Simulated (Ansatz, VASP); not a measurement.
## TlO2: VASP beside Ansatz

```xyz
3
Lattice="3.7607 0.0000 0.0000 -1.8804 3.2569 0.0000 0.0000 0.0000 3.2659" Properties=species:S:1:pos:R:3 pbc="T T T"
Tl    0.0000    0.0000    0.0000
O     0.0000    2.1712    1.6329
O     1.8804    1.0856    1.6329
```

Alike in both runs: functional PBE; k mesh 12 × 12 × 14; occupations gaussian, width 0.1 eV; no spin polarisation.

Ansatz relaxed the structure, and its values are those at the end. VASP's run is a single point on that final structure, the one shown.

|  | VASP | Ansatz |
| --- | --- | --- |
| version | VASP 6.6.1 | Ansatz 0.2.0 |
| potentials or method | VASP PAW PBE potentials, release 64 (Tl_d, O), cutoff 520 eV | scalar-relativistic, plane waves, PAW |
| valence electrons in the cell | 25 | 25 |

|  | VASP | Ansatz | Ansatz less VASP |
| --- | --- | --- | --- |
| gap on the k mesh at the Fermi level (eV) | none | none | - |
| pressure (GPa) | -0.2 | 0.0 | +0.14 |

A gap of «none» marks a metal or a gap that the smearing closes.

Spin-orbit coupling is off throughout.
